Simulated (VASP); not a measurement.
# W3C in VASP: notebook

Runs on W3C. Level: LDA. Tasks: single point.

All numbers are computed with VASP 6.6.1; they aren't measurements. Logs are shortened: lines on timing, memory, paths and dates and some standing lists are left out, and cuts for length are marked.

### Step 1. The cell of the first run

The cell holds a slab with vacuum, 4 atoms: a = 2.809 Å, b = 2.809 Å, c = 20.114 Å, α = 90.00°, β = 90.00°, γ = 120.00°.

### Step 2. Single point, LDA

Input file INCAR:

```
  PREC = Accurate
  ENCUT = 520
  EDIFF = 1E-6
  ISMEAR = 0
  SIGMA = 0.1
  LREAL = False
  LASPH = True
  NELM = 120
  ALGO = Normal
  ISIF = 2
  LWAVE = False
  LCHARG = False
  LDIPOL = True
  IDIPOL = 3
  DIPOL = 0.5 0.5 0.358
  GGA = CA
  NBANDS = 31
  GGA_COMPAT = False
  NELMDL = -8
```

Input file KPOINTS:

```
Automatic mesh
0
Gamma
  12 12 1
```

Input file POSCAR:

```
W3C
1.0
    2.8090103839      0.0000000000      0.0000000000
   -1.4045051920      2.4326743520      0.0000000000
    0.0000000000      0.0000000000     20.1144288635
W C
3 1
Direct
    0.6666666667      0.3333333334      0.1988622211
    0.3333333333      0.6666666667      0.3135698338
    0.0000000000      0.0000000000      0.4282711143
    0.0000000000      0.5000000000      0.4931264427
```

Potentials or basis: VASP PAW LDA potentials, release 64 (W_sv, C).

Launch:

```bash
cat potpaw_LDA.64/W_sv/POTCAR potpaw_LDA.64/C/POTCAR > POTCAR
mpirun -np 1 vasp_std > vasp.out
```

OUTCAR:

```text
PREC = Accurate
   ENCUT = 520
   EDIFF = 1E-6
   ISMEAR = 0
   LREAL = False
   LASPH = True
   NELM = 120
   ISIF = 2
   GGA = CA
   NELMDL = -8

 ion  position               nearest neighbor table
   1  0.667  0.333  0.199-   2 2.82   2 2.82   2 2.82
   2  0.333  0.667  0.314-   3 2.82   3 2.82   3 2.82   1 2.82   1 2.82   1 2.82
   3  0.000  0.000  0.428-   4 1.92   4 1.92   4 2.76   4 2.76   2 2.82   2 2.82   2 2.82
   4  0.000  0.500  0.493-   3 1.92   3 1.92   3 2.76   3 2.76

  LATTYP: Found a hexagonal cell.
 ALAT       =     2.8090103839
 C/A-ratio  =     7.1606815620

  Lattice vectors:

 A1 = (   2.8090103839,   0.0000000000,   0.0000000000)
 A2 = (  -1.4045051920,   2.4326743520,   0.0000000000)
 A3 = (   0.0000000000,   0.0000000000,  20.1144288635)

Analysis of symmetry for initial positions (statically):
=====================================================================
 Subroutine PRICEL returns:
 Original cell was already a primitive cell.

 Routine SETGRP: Setting up the symmetry group for a
 hexagonal supercell.

 Subroutine GETGRP returns: Found  2 space group operations
 (whereof  2 operations were pure point group operations)
 out of a pool of 24 trial point group operations.

The static configuration has the point symmetry C_1h.

Analysis of symmetry for dynamics (positions and initial velocities):
=====================================================================
 Subroutine PRICEL returns:
 Original cell was already a primitive cell.

 Routine SETGRP: Setting up the symmetry group for a
 hexagonal supercell.

 Subroutine GETGRP returns: Found  2 space group operations
 (whereof  2 operations were pure point group operations)
 out of a pool of 24 trial point group operations.

The dynamic configuration has the point symmetry C_1h.

 Subroutine INISYM returns: Found  2 space group operations
 (whereof  2 operations are pure point group operations),
 and found     1 'primitive' translations

----------------------------------------------------------------------------------------

                                     Primitive cell

  volume of cell :     137.4501

  direct lattice vectors                    reciprocal lattice vectors
     2.809010384  0.000000000  0.000000000     0.355997260  0.205535114  0.000000000
    -1.404505192  2.432674352  0.000000000     0.000000000  0.411070228  0.000000000
     0.000000000  0.000000000 20.114428863     0.000000000  0.000000000  0.049715555

  length of vectors
     2.809010384  2.809010384 20.114428863     0.411070228  0.411070228  0.049715555
[... 94 lines left out ...]
   TEBEG  =    0.0;   TEEND  =   0.0 temperature during run
   PSTRESS=    0.0 pullay stress
   NELECT =      46.0000    total number of electrons
   NUPDOWN=      -1.0000    fix difference up-down
   EMIN   =  10.00;   EMAX   =-10.00  energy-range for DOS
   EFERMI =   0.00;   METHOD = LEGACY
   ISMEAR =     0;   SIGMA  =   0.10  broadening in eV -4-tet -1-fermi 0-gaus
   EFERMI_NEDOS =   21; number of points for ismear=-14 and -15
   IALGO  =     38    algorithm
   IMIX   =      4    mixing-type and parameters
     AMIX     =   0.40;   BMIX     =  1.00
     AMIX_MAG =   1.60;   BMIX_MAG =  1.00
  volume/ion in A,a.u.               =      34.36       231.89
  Fermi-wavevector in a.u.,A,eV,Ry     =   1.136613  2.147886 17.577203  1.291888
  Thomas-Fermi vector in A             =   2.273318
   LORBIT       =      0    0 simple, 1 ext, 2 COOP (PROOUT), +10 PAW based schemes
   GGA     = CA    functional components
   LHFCALC =     F    Hartree Fock is set to
   AEXX    =    0.0000 exact exchange contribution
   IVDW    =     0    specifies the selected vdW correction
   LEPSILON=     F    determine dielectric tensor
   LRPA    =     F    only Hartree local field effects (RPA)
 non-spin polarized calculation
 Gauss-broadening in eV      SIGMA  =   0.10
  energy-cutoff  :      520.00
  volume of cell :      137.45
 maximum number of plane-waves:      3729
 NGX is ok and might be reduce to    24
   NGX = 11   NGY = 11   NGZ = 75

 dipolmoment           0.000000      0.000000     -0.044456 electrons x Angstroem

 number of electron      46.0000005 magnetization

 dipolmoment           0.000000      0.000000      0.049710 electrons x Angstroem

 Free energy of the ion-electron system (eV)
  ---------------------------------------------------
  ext. energy  EPLUGINS =         0.00000000
  ---------------------------------------------------
  free energy    TOTEN  =       -46.63212938 eV

  energy without entropy =      -46.60854747  energy(sigma->0) =      -46.62033842

 E-fermi :   0.4309     XC(G=0):  -6.3054

 val. band max:        0.4251101270   @ k =  -0.1667   0.4167   0.0000
 cond. band min:       0.4496425352   @ k =   0.0833   0.0000   0.0000
 fundamental gap:      0.0245324082
 Fermi energy:         0.4309347839

 k-point     1 :       0.0000    0.0000    0.0000
  band No.  band energies     occupation
      1     -72.8387      2.00000
      2     -72.7538      2.00000
      3     -72.6896      2.00000
      4     -37.8193      2.00000
      5     -37.4004      2.00000
      6     -36.8903      2.00000
[... 805 lines left out ...]
     30       5.0704      0.00000
     31       5.4452      0.00000

 [... further k-points ...]

------------------------ aborting loop because EDIFF is reached ----------------------------------------

 vacuum level on the upper side and lower side of the slab       (xc-potential included)         0.472        -0.854

  FORCE on cell =-STRESS in cart. coord.  units (eV):
  Direction    XX          YY          ZZ          XY          YZ          ZX
  --------------------------------------------------------------------------------------
  -------------------------------------------------------------------------------------
  Total       -0.1242301      1.9401900      1.2176073     -1.7878402     -0.1461900     -0.2532085
  in kB       -1.4480791     22.6156889     14.1929543    -20.8398343     -1.7040532     -2.9515070
  external PRESSURE =      11.7868547 kB  Pullay stress =       0.0000000 kB

 VOLUME and BASIS-vectors are now :
 -----------------------------------------------------------------------------
  energy-cutoff  :      520.00
  volume of cell :      137.45
      direct lattice vectors                 reciprocal lattice vectors
     2.809010384  0.000000000  0.000000000     0.355997260  0.205535114  0.000000000
    -1.404505192  2.432674352  0.000000000     0.000000000  0.411070228  0.000000000
     0.000000000  0.000000000 20.114428863     0.000000000  0.000000000  0.049715555

 POSITION                                       TOTAL-FORCE (eV/Angst)
 -----------------------------------------------------------------------------------
      1.40451      0.81089      4.00000        -0.055532     -0.032061     -0.144289
     -0.00000      1.62178      6.30728         0.161273      0.093111     -0.160607
      0.00000      0.00000      8.61443        -0.000418     -0.000241      0.135305
     -0.70225      1.21634      9.91896        -0.105323     -0.060808      0.169591
 -----------------------------------------------------------------------------------
    total drift:                               -0.000026     -0.000015     -0.000084

  FREE ENERGIE OF THE ION-ELECTRON SYSTEM (eV)
  ---------------------------------------------------
  free  energy   TOTEN  =       -46.6321293767 eV

  energy  without entropy=      -46.6085474717  energy(sigma->0) =      -46.62033842

 vacuum level on the upper side and lower side of the slab         7.037         5.681
```

Wall time 7.6 min (1 thread of Intel Xeon Platinum 8259CL at 2.50GHz (Skylake/Cascade Lake), shared host); peak memory 0.32 GiB.

What came out:

```
Free energy            : -46.6321 eV
Largest force          : 0.246 eV/Å
Band gap on the k mesh : zero (bands 23 and 24 overlap by 0.81 eV)
```

Forces in eV/Å, atoms in the order of the input:
```
W   -0.056 -0.032 -0.144
W    0.161  0.093 -0.161
W    0.000  0.000  0.135
C   -0.105 -0.061  0.170
```

Levels at points of the mesh, in eV from the Fermi level:
| k point | band 21 | band 22 | band 23 | band 24 | band 25 | band 26 |
| --- | --- | --- | --- | --- | --- | --- |
| (0.00, 0.00, 0.00) | -0.85 | -0.57 | -0.29 | -0.18 | -0.07 | 0.25 |
| (0.50, 0.00, 0.00) | -1.14 | -0.07 | 0.33 | 1.63 | 3.13 | 3.37 |
| (0.00, 0.50, 0.00) | -0.50 | 0.15 | 0.25 | 1.41 | 1.84 | 3.09 |

Caveat: spin-orbit coupling is left out, which moves the levels of the heavy elements.

### Step 3. Single point, LDA

Input file INCAR:

```
SYSTEM = W3C
ALGO = Normal
DIPOL = 0.5 0.5 0.362
EDIFF = 1E-6
ENCUT = 520
GGA_COMPAT = .FALSE.
IDIPOL = 3
ISIF = 2
ISMEAR = 0
LASPH = .TRUE.
LCHARG = .TRUE.
LDIPOL = .TRUE.
LELF = .TRUE.
LREAL = .FALSE.
LVACPOTAV = .TRUE.
LVHAR = .TRUE.
LWAVE = .FALSE.
NBANDS = 31
NELM = 120
NELMDL = -8
PREC = Accurate
SIGMA = 0.1
```

Input file KPOINTS:

```
k-points
0
G
  12 12 1
  0 0 0
```

Input file POSCAR:

```
W3C
1.0
    2.8090103839      0.0000000000      0.0000000000
   -1.4045051920      2.4326743520      0.0000000000
    0.0000000000      0.0000000000     20.1144288635
W C
3 1
Direct
    0.6666666666      0.3333333333      0.1988622211
    0.3333333334      0.6666666667      0.3135698338
    0.0000000000      0.0000000000      0.4282711143
    0.1666666666      0.3333333333      0.5090649140
```

Potentials or basis: VASP PAW LDA potentials, release 64 (W_sv, C).

Launch:

```bash
cat potpaw_LDA.64/W_sv/POTCAR potpaw_LDA.64/C/POTCAR > POTCAR
mpirun -np 1 vasp_std > vasp.out
```

Run time: 7.2 min. Hardware: 1 thread of Intel Xeon Platinum 8259CL at 2.50GHz (Skylake/Cascade Lake), shared host; peak memory 0.32 GiB.

The run converged. Its results:

```
Free energy            : -45.4795 eV
Largest force          : 2.534 eV/Å
Band gap on the k mesh : zero (bands 23 and 24 overlap by 0.84 eV)
```

Forces on the atoms (eV/Å):
```
W    0.000  0.068 -0.286
W    0.000  0.302  0.266
W    0.000 -2.530 -0.142
C    0.000  2.160  0.163
```

Levels at points of the mesh, in eV from the Fermi level:
```tsv
k point	band 21	band 22	band 23	band 24	band 25	band 26
(0.00, 0.00, 0.00)	-0.64	-0.53	-0.38	-0.15	-0.08	0.39
(0.50, 0.00, 0.00)	-0.67	-0.25	0.53	1.60	2.04	2.76
(0.00, 0.50, 0.00)	-0.88	-0.28	0.53	0.92	1.93	2.95
```

Caveat: spin-orbit coupling is left out, which moves the levels of the heavy elements.

### Step 4. Single point, LDA

Input file INCAR:

```
  PREC = Accurate
  ENCUT = 520
  EDIFF = 1E-6
  ISMEAR = 0
  SIGMA = 0.1
  LREAL = False
  LASPH = True
  NELM = 120
  ALGO = Normal
  ISIF = 2
  LWAVE = False
  LCHARG = True
  LDIPOL = True
  IDIPOL = 3
  DIPOL = 0.5 0.5 0.362
  GGA = CA
  LELF = True
  LVHAR = True
  LVACPOTAV = True
  NBANDS = 31
  GGA_COMPAT = False
  NELMDL = -8
```

Input file KPOINTS:

```
Automatic mesh
0
Gamma
  12 12 1
```

Input file POSCAR:

```
W3C
1.0
    2.8090103839      0.0000000000      0.0000000000
   -1.4045051920      2.4326743520      0.0000000000
    0.0000000000      0.0000000000     20.1144288635
W C
3 1
Direct
    0.6666666667      0.3333333334      0.1988622211
    0.3333333333      0.6666666667      0.3135698338
    0.0000000000      0.0000000000      0.4282711143
    0.3333333333      0.1666666666      0.5091562359
```

Potentials or basis: VASP PAW LDA potentials, release 64 (W_sv, C).

Launch:

```bash
cat potpaw_LDA.64/W_sv/POTCAR potpaw_LDA.64/C/POTCAR > POTCAR
mpirun -np 1 vasp_std > vasp.out
```

OUTCAR:

```text
PREC = Accurate
   ENCUT = 520
   EDIFF = 1E-6
   ISMEAR = 0
   LREAL = False
   LASPH = True
   NELM = 120
   ISIF = 2
   GGA = CA
   NELMDL = -8

 ion  position               nearest neighbor table
   1  0.667  0.333  0.199-   2 2.82   2 2.82   2 2.82
   2  0.333  0.667  0.314-   3 2.82   3 2.82   3 2.82   1 2.82   1 2.82   1 2.82
   3  0.000  0.000  0.428-   4 1.82   4 2.69   4 2.69   2 2.82   2 2.82   2 2.82
   4  0.333  0.167  0.509-   3 1.82   3 2.69   3 2.69

  LATTYP: Found a hexagonal cell.
 ALAT       =     2.8090103839
 C/A-ratio  =     7.1606815620

  Lattice vectors:

 A1 = (   2.8090103839,   0.0000000000,   0.0000000000)
 A2 = (  -1.4045051920,   2.4326743520,   0.0000000000)
 A3 = (   0.0000000000,   0.0000000000,  20.1144288635)

Analysis of symmetry for initial positions (statically):
=====================================================================
 Subroutine PRICEL returns:
 Original cell was already a primitive cell.

 Routine SETGRP: Setting up the symmetry group for a
 hexagonal supercell.

 Subroutine GETGRP returns: Found  2 space group operations
 (whereof  2 operations were pure point group operations)
 out of a pool of 24 trial point group operations.
[... 176 lines left out ...]
 fundamental gap:      0.0033854835
 Fermi energy:         0.3412819514

 k-point     1 :       0.0000    0.0000    0.0000
  band No.  band energies     occupation
      1     -72.9350      2.00000
      2     -72.8641      2.00000
      3     -72.6916      2.00000
      4     -37.9206      2.00000
      5     -37.4678      2.00000
      6     -36.9942      2.00000
[... 805 lines left out ...]
     30       4.9563      0.00000
     31       5.2776      0.00000

 [... further k-points ...]

------------------------ aborting loop because EDIFF is reached ----------------------------------------

  FORCE on cell =-STRESS in cart. coord.  units (eV):
  Direction    XX          YY          ZZ          XY          YZ          ZX
  --------------------------------------------------------------------------------------
  -------------------------------------------------------------------------------------
  Total       -3.0641529     -2.3159635      0.9029427     -0.6479510      1.5317696      2.6531026
  in kB      -35.7170831    -26.9958665     10.5250884     -7.5527952     17.8549646     30.9257048
  external PRESSURE =     -17.3959537 kB  Pullay stress =       0.0000000 kB

 VOLUME and BASIS-vectors are now :
 -----------------------------------------------------------------------------
  energy-cutoff  :      520.00
  volume of cell :      137.45
      direct lattice vectors                 reciprocal lattice vectors
     2.809010384  0.000000000  0.000000000     0.355997260  0.205535114  0.000000000
    -1.404505192  2.432674352  0.000000000     0.000000000  0.411070228  0.000000000
     0.000000000  0.000000000 20.114428863     0.000000000  0.000000000  0.049715555

 POSITION                                       TOTAL-FORCE (eV/Angst)
 -----------------------------------------------------------------------------------
      1.40451      0.81089      4.00000         0.046763      0.026998     -0.291712
     -0.00000      1.62178      6.30728         0.098499      0.056868      0.285819
      0.00000      0.00000      8.61443        -2.048770     -1.182858     -0.149840
      0.70225      0.40545     10.24139         1.903508      1.098991      0.155733
 -----------------------------------------------------------------------------------
    total drift:                                0.000012      0.000007      0.000204

  FREE ENERGIE OF THE ION-ELECTRON SYSTEM (eV)
  ---------------------------------------------------
  free  energy   TOTEN  =       -45.4494373642 eV

  energy  without entropy=      -45.4287827868  energy(sigma->0) =      -45.43911008

 vacuum level on the upper side and lower side of the slab         7.489         5.783
```

stdout:

```text
POSCAR found type information on POSCAR W C
 POSCAR found :  2 types and       4 ions
 scaLAPACK will be used
 LDA part: xc-table for (Slater(with rela. corr.)+CA(PZ))
 , standard interpolation
 POSCAR, INCAR and KPOINTS ok, starting setup
 FFT: planning ... GRIDC
 FFT: planning ... GRID_SOFT
 FFT: planning ... GRID
 WAVECAR not read
 entering main loop
 -----------------------------------------------------------------------------
|                                                                             |
|           W    W    AA    RRRRR   N    N  II  N    N   GGGG   !!!           |
|           W    W   A  A   R    R  NN   N  II  NN   N  G    G  !!!           |
|           W    W  A    A  R    R  N N  N  II  N N  N  G       !!!           |
|           W WW W  AAAAAA  RRRRR   N  N N  II  N  N N  G  GGG   !            |
|           WW  WW  A    A  R   R   N   NN  II  N   NN  G    G                |
|           W    W  A    A  R    R  N    N  II  N    N   GGGG   !!!           |
|                                                                             |
|     Did not find any points to average over, which means that no vacuum     |
|     field-free region was found. Please increase the size of  your cell     |
|     in the dimension of the dipole correction to obtain accurate            |
|     workfunction values.                                                    |
|                                                                             |
 -----------------------------------------------------------------------------
```

Wall time 8 min (1 thread of Intel Xeon Platinum 8259CL at 2.50GHz (Skylake/Cascade Lake), shared host); peak memory 0.32 GiB.

What came out:

* Free energy: -45.4494 eV
* Largest force: 2.370 eV/Å
* Band gap on the k mesh: zero (bands 23 and 24 overlap by 0.88 eV)

Forces on the atoms (eV/Å):
```
W    0.047  0.027 -0.292
W    0.098  0.057  0.286
W   -2.049 -1.183 -0.150
C    1.904  1.099  0.156
```

Levels at points of the mesh, in eV from the Fermi level:
```tsv
k point	band 20	band 21	band 22	band 23	band 24	band 25	band 26	band 27
(0.00, 0.00, 0.00)	-1.03	-0.68	-0.48	-0.17	-0.16	-0.09	0.49	1.67
(0.50, 0.00, 0.00)	-1.35	-0.84	0.00	0.53	0.54	1.81	2.94	3.84
(0.00, 0.50, 0.00)	-1.45	-0.74	-0.33	0.58	1.58	2.28	2.76	3.88
```

Caveat: spin-orbit coupling is left out, which moves the levels of the heavy elements.

### Step 5. The runs side by side

```csv
cell,gap on the mesh (eV),largest force (eV/Å)
"a = 2.809, b = 2.809, c = 20.114 Å, angles 90.0, 90.0, 120.0°, 4 atoms, atomic positions A",none,0.25
"a = 2.809, b = 2.809, c = 20.114 Å, angles 90.0, 90.0, 120.0°, 4 atoms, atomic positions B",none,2.53
"a = 2.809, b = 2.809, c = 20.114 Å, angles 90.0, 90.0, 120.0°, 4 atoms, atomic positions C",none,2.37
```

Alike in all rows: task single point; level LDA; potentials or basis VASP PAW LDA potentials, release 64 (W_sv, C); no spin polarisation; k mesh 12 × 12 × 1; cutoff (eV) 520; smearing gaussian 0.1 eV.

Caveats: spin-orbit coupling is left out, which moves the levels of the heavy elements.

Total energies depend on the potentials used, so only differences within one code and one set of settings carry meaning.

The gap in the log of VASP goes by the Fermi energy; the results here count the filled bands.